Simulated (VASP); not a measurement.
PbS:

```
Pb S
1.0
     0.00000    3.00402    3.00402
     3.00402    0.00000    3.00402
     3.00402    3.00402    0.00000
Pb S
1 1
Direct
  0.00000 0.00000 0.00000
  0.50000 0.50000 0.50000
```

Base run:

* Program: VASP 6.6.1
* Functional: PBE
* Potentials or basis: VASP PAW PBE potentials, release 64 (Pb_d, S)
* Cutoff: 520 eV
* k mesh: 8 × 8 × 8
* Occupations: fermi-dirac, width 0.06 eV
* Spin: no spin polarisation

Its results: band gap on the k mesh 0.50 eV, direct; pressure -0.1 GPa.

Q: After a change of settings the same cell gave: band gap on the k mesh 0.34 eV, direct; pressure -4.4 GPa. Which change was it?
A. functional from PBE to PBEsol; further incar settings from ALGO = Normal; EDIFF = 1e-07; NBANDS = 17 to ALGO = Normal; EDIFF = 1e-06; NBANDS = 17
B. functional from PBE to LDA; potentials or basis from VASP PAW PBE potentials, release 64 (Pb_d, S) to VASP PAW LDA potentials, release 64 (Pb_d, S)
C. further incar settings from ALGO = Normal; EDIFF = 1e-07; NBANDS = 17 to ALGO = Normal; EDIFF = 1e-06; NBANDS = 17

A: B.

Caveats: spin-orbit coupling is left out, which moves the levels of the heavy elements.
